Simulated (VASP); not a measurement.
## Hg: single point with r2SCAN

The system is Hg.

```
Hg
1.0
     0.00000    2.42413    2.42413
     2.42413    0.00000    2.42413
     2.42413    2.42413    0.00000
Hg
1
Direct
  0.00000 0.00000 0.00000
```

```yaml
Program: VASP 6.6.1
Task: single point
Functional: r2SCAN
Potentials_or_basis: VASP PAW PBE potentials, release 64 (Hg)
Cutoff: 520 eV
k_mesh: 10 × 10 × 10
Occupations: gaussian, width 0.02 eV
Spin: no spin polarisation
Dipole_correction: no
Further_INCAR_settings: ALGO = Normal; EDIFF = 1e-06; NBANDS = 12
```

| Quantity | Value |
| --- | --- |
| Pressure | 0.1 GPa |
| Band gap on the k mesh | zero (band 6 reaches 0.99 eV, above the bottom of band 7 at 0.60 eV) |

Levels at points of the mesh, in eV from the Fermi level:
| k point | band 3 | band 4 | band 5 | band 6 | band 7 | band 8 | band 9 | band 10 |
| --- | --- | --- | --- | --- | --- | --- | --- | --- |
| (0.00, 0.00, 0.00) | -6.53 | -6.53 | -6.09 | -6.09 | 13.80 | 13.80 | 13.80 | 14.19 |
| (0.50, 0.00, 0.00) | -6.52 | -5.72 | -5.72 | -1.75 | -0.39 | 11.66 | 11.66 | 13.36 |
| (0.50, 0.50, 0.00) | -5.74 | -5.62 | -5.62 | 0.00 | 0.82 | 7.06 | 7.06 | 10.90 |

Run time: 80 s on 1 thread of AMD EPYC 7R43 64-Core Processor (Zen 3), with other jobs on the host, peak memory 0.13 GiB.

Caveat: the PAW data sets were made with another functional, which shifts forces and pressure a little; spin-orbit coupling is left out, which moves the levels of the heavy elements.
